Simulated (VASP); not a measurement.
# BN (P2_1/m) in VASP: further runs, part 3 of 3

VASP 6.6.1. The steps go on from the part before.

## (7) Single point, r2SCAN (uniaxial strain along a: +6.0 %)

POSCAR

```
BN
1.0
    2.6509820601      0.0000000000      0.0000000000
   -1.3254910301      2.1333778697      0.0000000000
    0.0000000000      0.0000000000      6.7711487579
B N
2 2
Direct
    0.3419266438      0.6841005342      0.2500000000
    0.6580733562      0.3158994658      0.7500000000
    0.3220549604      0.6437063556      0.7500000000
    0.6779450396      0.3562936444      0.2500000000
```

INCAR.step1

```
ALGO = Normal ; EDIFF = 1E-4
ENCUT = 520 ; GGA = PE
ISMEAR = 0 ; LASPH = True
LCHARG = False ; LREAL = False
LWAVE = True ; NBANDS = 16
NELM = 100 ; PREC = Accurate
SIGMA = 0.02
```

INCAR.step2

```
ALGO = Normal ; EDIFF = 1E-7
ENCUT = 520 ; ISIF = 2
ISMEAR = 0 ; ISTART = 1
LASPH = True ; LCHARG = True
LELF = True ; LMIXTAU = True
LREAL = False ; LVHAR = True
LWAVE = False ; METAGGA = R2SCAN
NBANDS = 16 ; NELM = 100
PREC = Accurate ; SIGMA = 0.02
```

KPOINTS

```
k-points
0
Gamma
  12 12 4
```

Potentials or basis: VASP PAW PBE potentials, release 64 (B, N).

The run is started by

```bash
$ cat potpaw_PBE.64/B/POTCAR potpaw_PBE.64/N/POTCAR > POTCAR
$ cp INCAR.step1 INCAR
$ mpirun -np 1 vasp_std > vasp.out
$ cp INCAR.step2 INCAR
$ mpirun -np 1 vasp_std > vasp.out
```

OUTCAR:

```text
EDIFF = 1E-7
   ENCUT = 520
   ISIF = 2
   ISMEAR = 0
   ISTART = 1
   LASPH = True
   LREAL = False
   METAGGA = R2SCAN
   NELM = 100
   PREC = Accurate

 ion  position               nearest neighbor table
   1  0.342  0.684  0.250-   4 1.43   4 1.50   4 1.50
   2  0.658  0.316  0.750-   3 1.43   3 1.50   3 1.50
   3  0.322  0.644  0.750-   2 1.43   2 1.50   2 1.50
   4  0.678  0.356  0.250-   1 1.43   1 1.50   1 1.50

  Warning from LATTYP: Monoclinic adjustment (A1->A3, A2->A1, A3->A2)!
  LATTYP: Found a base centered orthorhombic cell.
 ALAT       =     2.6509820601
 B/A-ratio  =     1.6095000429
 C/A-ratio  =     2.5542039155

  Lattice vectors:

 A1 = (   1.3254910301,  -2.1333778697,   0.0000000000)
 A2 = (   1.3254910300,   2.1333778697,   0.0000000000)
 A3 = (   0.0000000000,   0.0000000000,   6.7711487579)

Analysis of symmetry for initial positions (statically):
=====================================================================
 Subroutine PRICEL returns:
 Original cell was already a primitive cell.

 Routine SETGRP: Setting up the symmetry group for a
 base centered orthorhombic supercell.

 Subroutine GETGRP returns: Found  4 space group operations
 (whereof  2 operations were pure point group operations)
 out of a pool of  8 trial point group operations.

The static configuration has the point symmetry S_2 .
 The point group associated with its full space group is C_2h.

Analysis of symmetry for dynamics (positions and initial velocities):
=====================================================================
 Subroutine PRICEL returns:
 Original cell was already a primitive cell.

 Routine SETGRP: Setting up the symmetry group for a
 base centered orthorhombic supercell.

 Subroutine GETGRP returns: Found  4 space group operations
 (whereof  2 operations were pure point group operations)
 out of a pool of  8 trial point group operations.

The dynamic configuration has the point symmetry S_2 .
 The point group associated with its full space group is C_2h.

 Subroutine INISYM returns: Found  4 space group operations
 (whereof  2 operations are pure point group operations),
 and found     1 'primitive' translations

----------------------------------------------------------------------------------------

                                     Primitive cell

  volume of cell :      38.2945

  direct lattice vectors                    reciprocal lattice vectors
     2.650982060  0.000000000  0.000000000     0.377218698  0.234370107  0.000000000
    -1.325491030  2.133377870  0.000000000     0.000000000  0.468740214  0.000000000
     0.000000000  0.000000000  6.771148758     0.000000000  0.000000000  0.147685428

  length of vectors
     2.650982060  2.511618523  6.771148758     0.444098292  0.468740214  0.147685428

  position of ions in fractional coordinates (direct lattice)
     0.341926644  0.684100534  0.250000000
     0.658073356  0.315899466  0.750000000
     0.322054960  0.643706356  0.750000000
     0.677945040  0.356293644  0.250000000

  ion indices of the primitive-cell ions
   primitive index   ion index
                 1           1
                 2           2
                 3           3
                 4           4

[... 30 lines left out ...]
  0.083333 -0.083333  0.000000      2.000000
  0.166667  0.000000  0.000000      2.000000
  0.166667 -0.166667  0.000000      2.000000
  0.250000  0.000000  0.000000      2.000000
[... 16 lines left out ...]
  0.416667  0.083333  0.000000      2.000000
  0.416667  0.500000  0.000000      2.000000
 [... further k-points ...]
   k-points           NKPTS =    222   k-points in BZ     NKDIM =    222   number of bands    NBANDS=     16
   number of dos      NEDOS =    301   number of ions     NIONS =      4
   total plane-waves  NPLWV =  20000
   dimension x,y,z NGX =    20 NGY =   20 NGZ =   50
   dimension x,y,z NGXF=    40 NGYF=   40 NGZF=  100
   ions per type =               2   2
   NGX,Y,Z   is equivalent  to a cutoff of  12.54, 13.24, 12.28 a.u.
   NGXF,Y,Z  is equivalent  to a cutoff of  25.08, 26.48, 24.55 a.u.
 SYSTEM =  unknown system
   PREC   = accura    normal or accurate (medium, high low for compatibility)
   ISTART =      1    job   : 0-new  1-cont  2-samecut
   ICHARG =      0    charge: 1-file 2-atom 10-const
   ISPIN  =      1    spin polarized calculation?
   LNONCOLLINEAR =      F non collinear calculations
   LSORBIT =      F    spin-orbit coupling
   LASPH  =      T    aspherical Exc in radial PAW
   ENCUT  =  520.0 eV  38.22 Ry    6.18 a.u.   4.93  4.67 12.59*2*pi/ulx,y,z
   NELM   =    100;   NELMIN=  2; NELMDL=  0     # of ELM steps
   EDIFF  = 0.1E-06   stopping-criterion for ELM
   LREAL  =      F    real-space projection
   EDIFFG = 0.1E-05   stopping-criterion for IOM
   NSW    =      0    number of steps for IOM
   IBRION =     -1    ionic relax: 0-MD 1-quasi-New 2-CG
   NFREE  =      0    steps in history (QN), initial steepest desc. (CG)
   ISIF   =      2    stress and relaxation
   ISYM   =      2    0-nonsym 1-usesym 2-fastsym
   POTIM  = 0.5000    time-step for ionic-motion
   TEBEG  =    0.0;   TEEND  =   0.0 temperature during run
   PSTRESS=    0.0 pullay stress
   NELECT =      16.0000    total number of electrons
   NUPDOWN=      -1.0000    fix difference up-down
   EMIN   =  10.00;   EMAX   =-10.00  energy-range for DOS
   EFERMI =   0.00;   METHOD = LEGACY
   ISMEAR =     0;   SIGMA  =   0.02  broadening in eV -4-tet -1-fermi 0-gaus
   EFERMI_NEDOS =   21; number of points for ismear=-14 and -15
   IALGO  =     38    algorithm
   IMIX   =      4    mixing-type and parameters
     AMIX     =   0.40;   BMIX     =  1.00
     AMIX_MAG =   1.60;   BMIX_MAG =  1.00
  volume/ion in A,a.u.               =       9.57        64.61
  Fermi-wavevector in a.u.,A,eV,Ry     =   1.223872  2.312782 20.379645  1.497862
  Thomas-Fermi vector in A             =   2.358967
   LORBIT       =      0    0 simple, 1 ext, 2 COOP (PROOUT), +10 PAW based schemes
   METAGGA = R2SCAN    functional components
   LHFCALC =     F    Hartree Fock is set to
   AEXX    =    0.0000 exact exchange contribution
   IVDW    =     0    specifies the selected vdW correction
   LEPSILON=     F    determine dielectric tensor
   LRPA    =     F    only Hartree local field effects (RPA)
 non-spin polarized calculation
 Gauss-broadening in eV      SIGMA  =   0.02
  energy-cutoff  :      520.00
  volume of cell :       38.29
 maximum number of plane-waves:      1044
   NGX =  9   NGY =  9   NGZ = 25

 number of electron      16.0000000 magnetization

 Free energy of the ion-electron system (eV)
  ---------------------------------------------------
  ext. energy  EPLUGINS =         0.00000000
  ---------------------------------------------------
  free energy    TOTEN  =       -38.28544724 eV

  energy without entropy =      -38.28544724  energy(sigma->0) =      -38.28544724

 E-fermi :   1.8995     XC(G=0): -10.4741

 val. band max:        1.7295237682   @ k =   0.2500   0.3333   0.0000
 cond. band min:       6.2986558237   @ k =   0.5000   0.0000   0.0000
 fundamental gap:      4.5691320554
 Fermi energy:         1.8994988567

 k-point     1 :       0.0000    0.0000    0.0000
  band No.  band energies     occupation
      1     -16.8019      2.00000
      2     -16.5466      2.00000
      3      -4.3840      2.00000
      4      -2.3517      2.00000
      5      -0.0097      2.00000
      6       0.0312      2.00000
[... 433 lines left out ...]
      3      -7.2907      2.00000
      4      -7.2191      2.00000
      5      -2.5226      2.00000
      6      -2.4589      2.00000
[... 8 lines left out ...]
     15      16.7034      0.00000
     16      20.3582      0.00000

 [... further k-points ...]

------------------------ aborting loop because EDIFF is reached ----------------------------------------

  FORCE on cell =-STRESS in cart. coord.  units (eV):
  Direction    XX          YY          ZZ          XY          YZ          ZX
  --------------------------------------------------------------------------------------
  -------------------------------------------------------------------------------------
  Total      -10.3861297      0.9230650      0.0102675     -0.0017189      0.0000000      0.0000000
  in kB     -434.5376313     38.6194373      0.4295725     -0.0719164      0.0000000      0.0000000
  external PRESSURE =    -131.8295405 kB  Pullay stress =       0.0000000 kB

 VOLUME and BASIS-vectors are now :
 -----------------------------------------------------------------------------
  energy-cutoff  :      520.00
  volume of cell :       38.29
      direct lattice vectors                 reciprocal lattice vectors
     2.650982060  0.000000000  0.000000000     0.377218698  0.234370107  0.000000000
    -1.325491030  2.133377870  0.000000000     0.000000000  0.468740214  0.000000000
     0.000000000  0.000000000  6.771148758     0.000000000  0.000000000  0.147685428

 POSITION                                       TOTAL-FORCE (eV/Angst)
 -----------------------------------------------------------------------------------
     -0.00033      1.45944      1.69279        -0.006310     -0.217732      0.000000
      1.32582      0.67393      5.07836         0.006310      0.217732      0.000000
      0.00053      1.37327      5.07836        -0.006430     -0.222086     -0.000000
      1.32496      0.76011      1.69279         0.006430      0.222086      0.000000
 -----------------------------------------------------------------------------------
    total drift:                                0.000000      0.000000     -0.000000

  FREE ENERGIE OF THE ION-ELECTRON SYSTEM (eV)
  ---------------------------------------------------
  free  energy   TOTEN  =       -38.2854472386 eV

  energy  without entropy=      -38.2854472386  energy(sigma->0) =      -38.28544724
```

It took 11 min on 1 thread of Intel Xeon 8259CL, shared host; peak memory 0.24 GiB.

What came out:

- Free energy: -38.2854 eV
- Pressure: -13.2 GPa
- Largest force: 0.222 eV/Å
- Band gap on the k mesh: 4.57 eV (least direct gap 5.03 eV)

Forces on the atoms (eV/Å):
```
B   -0.006 -0.218  0.000
B    0.006  0.218  0.000
N   -0.006 -0.222  0.000
N    0.006  0.222  0.000
```

Stress tensor (GPa, compression positive):
```
-43.45  -0.01   0.00
 -0.01   3.86   0.00
  0.00   0.00   0.04
```

Levels at points of the mesh, in eV from the valence-band top:
```tsv
k point	band 4	band 5	band 6	band 7	band 8	band 9	band 10	band 11	band 12	band 13
(0.00, 0.00, 0.00)	-4.08	-1.74	-1.70	-1.30	-1.27	5.33	10.48	10.63	11.12	11.26
(0.50, 0.00, 0.00)	-9.14	-3.88	-3.82	-1.65	-0.71	4.57	5.90	10.02	10.69	12.64
(0.50, 0.50, 0.00)	-9.14	-3.88	-3.82	-1.65	-0.71	4.57	5.89	10.02	10.69	12.64
(0.00, 0.50, 0.00)	-8.85	-5.02	-4.95	-1.05	-0.15	4.89	6.15	8.29	8.37	13.25
(0.00, 0.00, 0.50)	-5.21	-1.72	-1.72	-1.28	-1.28	7.60	7.60	11.19	11.19	11.51
(0.50, 0.00, 0.50)	-9.18	-3.85	-3.85	-1.16	-1.16	4.99	4.99	10.59	10.59	13.66
(0.50, 0.50, 0.50)	-9.18	-3.85	-3.85	-1.16	-1.16	4.99	4.99	10.59	10.59	13.66
(0.00, 0.50, 0.50)	-8.89	-4.99	-4.99	-0.58	-0.58	5.32	5.32	8.41	8.41	13.90
```

Caveat: the cell differs from its parent crystal (uniaxial strain along a: +6.0 %); the stress differs along the axes, from -43 to 4 GPa; the PAW data sets were made with another functional, which shifts forces and pressure a little. A k mesh can miss the band edges.

## (8) Overview

| cell | gap on the mesh (eV) | pressure (GPa) | largest force (eV/Å) |
| --- | --- | --- | --- |
| a = 2.451, b = 2.497, c = 6.887 Å, angles 90.0, 90.0, 119.4°, 4 atoms, atomic positions A | 4.87 | 6.2 | - |
| a = 2.551, b = 2.506, c = 6.882 Å, angles 90.0, 90.0, 120.6°, 4 atoms, atomic positions B | 4.84 | -5.0 | - |
| a = 2.601, b = 2.508, c = 6.806 Å, angles 90.0, 90.0, 121.2°, 4 atoms, atomic positions B | 4.68 | -9.2 | 0.25 |
| a = 2.651, b = 2.512, c = 6.771 Å, angles 90.0, 90.0, 121.9°, 4 atoms, atomic positions C | 4.57 | -13.2 | 0.22 |

Alike in all rows: task single point; level r2SCAN; potentials or basis VASP PAW PBE potentials, release 64 (B, N); no spin polarisation; k mesh 12 × 12 × 4; cutoff (eV) 520; smearing gaussian 0.02 eV.

Caveats: the PAW data sets were made with another functional, which shifts forces and pressure a little; the stress differs along the axes, from -0 to 18 GPa (at least some runs); the stress differs along the axes, from -15 to 1 GPa (at least some runs); the stress differs along the axes, from -30 to 3 GPa (at least some runs); the stress differs along the axes, from -43 to 4 GPa (at least some runs).

Absolute energies hang on the potentials; compare differences alone.
